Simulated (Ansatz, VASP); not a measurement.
Two plane-wave programs on InH3

INCAR

```
PREC = Accurate
ENCUT = 600
EDIFF = 1E-7
ISMEAR = 0
SIGMA = 0.1
LREAL = F
LASPH = T
NELM = 100
ALGO = Normal
ISIF = 3
LWAVE = F
LCHARG = F
GGA = PE
IBRION = 2
NSW = 90
EDIFFG = -0.04
```

File KPOINTS:

```
Automatic mesh
0
Gamma
  4 4 2
```

File POSCAR:

```
InH3
1.0
    3.8608089800      0.0000000000      0.0000000000
    0.0000000000      6.4927883400      0.0000000000
    0.0000000000      0.0000000000      7.8726077100
In H
3 9
Direct
    0.0000000000      0.0000000000      0.2558544800
    0.0000000000      0.0000000000      0.7441455200
    0.0000000000      0.5000000000      0.0000000000
    0.5000000000      0.0000000000      0.2558544800
    0.0000000000      0.0000000000      0.0000000000
    0.0000000000      0.0000000000      0.5000000000
    0.0000000000      0.7500000000      0.1279272400
    0.0000000000      0.2500000000      0.1279272400
    0.5000000000      0.0000000000      0.7441455200
    0.0000000000      0.7500000000      0.8720727600
    0.0000000000      0.2500000000      0.8720727600
    0.5000000000      0.5000000000      0.0000000000
```

Input for Ansatz:

```yaml
crystal:
  lattice:
    - [3.86080898, 0.0, 0.0]
    - [0.0, 6.49278834, 0.0]
    - [0.0, 0.0, 7.87260771]
  atoms:
    - { symbol: In, position: [0.0, 0.0, 0.25585448] }
    - { symbol: In, position: [0.0, 0.0, 0.74414552] }
    - { symbol: In, position: [0.0, 0.5, 0.0] }
    - { symbol: H, position: [0.5, 0.0, 0.25585448] }
    - { symbol: H, position: [0.0, 0.0, 0.0] }
    - { symbol: H, position: [0.0, 0.0, 0.5] }
    - { symbol: H, position: [0.0, 0.75, 0.12792724] }
    - { symbol: H, position: [0.0, 0.25, 0.12792724] }
    - { symbol: H, position: [0.5, 0.0, 0.74414552] }
    - { symbol: H, position: [0.0, 0.75, 0.87207276] }
    - { symbol: H, position: [0.0, 0.25, 0.87207276] }
    - { symbol: H, position: [0.5, 0.5, 0.0] }
basis:
  ecutwfc: 420
kpoints:
  mp_grid: { grid: [4, 4, 2] }
hamiltonian:
  xc: pbe
scf:
  occupations: { method: gaussian, width: 0.1 }
  lower_state_search: "off"
output:
  forces: true
  stress: true
  eigenvalues: true
relax:
  adjacent_minimum: "off"
  f_tol: 0.04
  max_steps: 70
  cell: { stress_tol: 0.4 }
```

Alike in both runs: task relaxation of cell and atoms; functional PBE; k mesh 4 × 4 × 2; occupations gaussian, width 0.1 eV; no spin polarisation.

|  | VASP | Ansatz |
| --- | --- | --- |
| version | VASP 6.6.1 | Ansatz 0.2.0 |
| potentials or method | VASP PAW PBE potentials, release 64 (In_d, H), cutoff 600 eV | scalar-relativistic, plane waves, PAW |
| valence electrons in the cell | 48 | 48 |

|  | VASP | Ansatz | Ansatz less VASP |
| --- | --- | --- | --- |
| gap on the k mesh at the Fermi level, each at its own relaxed structure (eV) | none | none | - |
| relaxed volume (Å³/atom) | 15.94 | 15.93 | -0.007 |
| relaxed length of the cell vector where the two differ most in proportion (Å) | 3.853 | 3.857 | +0.0046 |

A gap of «none» marks a metal or a gap that the smearing closes.

The k mesh is coarse, so the values compare programs but aren't converged.
